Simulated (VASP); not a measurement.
# TmH: single point with PBE

TmH:

```
Tm H
1.0
     0.00000    2.41425    2.41425
     2.41425    0.00000    2.41425
     2.41425    2.41425    0.00000
Tm H
1 1
Direct
  0.50000 0.50000 0.50000
  0.00000 0.00000 0.00000
```

The cell was generated, and may not be a known phase.

* Program: VASP 6.6.1
* Task: single point
* Functional: PBE
* Potentials or basis: VASP PAW PBE potentials, release 64 (Tm_3, H), 4f in core
* Cutoff: 500 eV
* k mesh: 20 × 20 × 20
* Occupations: gaussian, width 0.1 eV
* Spin: no spin polarisation

The pressure is 0.7 GPa. The band gap on the k mesh is zero (bands 5 and 6 overlap by 2.27 eV).

Levels at points of the mesh, in eV from the Fermi level:
```
           k point  band 1  band 2  band 3  band 4  band 5  band 6  band 7  band 8  band 9  band 10
(0.00, 0.00, 0.00)  -25.03  -25.03  -25.03   -8.66    1.84    1.84    1.84    4.33    4.33     5.84
(0.50, 0.00, 0.00)  -25.78  -25.12  -25.12   -4.51   -3.18    1.26    1.26    6.21    6.30     6.30
(0.50, 0.50, 0.00)  -25.70  -25.29  -25.29   -6.46   -1.40    1.76    6.29    7.01    7.01     7.61
```

Run time: 2.1 min on 1 thread of Intel(R) Xeon(R) Platinum 8259CL CPU @ 2.50GHz (Skylake/Cascade Lake) (shared host), peak memory 0.23 GiB.

Caveat: spin-orbit coupling is left out, which moves the levels of the heavy elements; the 4f electrons are frozen in the core, so they carry no moment and show no levels. Spin polarisation is off, so any magnetic state and its effect on volume and gap are missing.
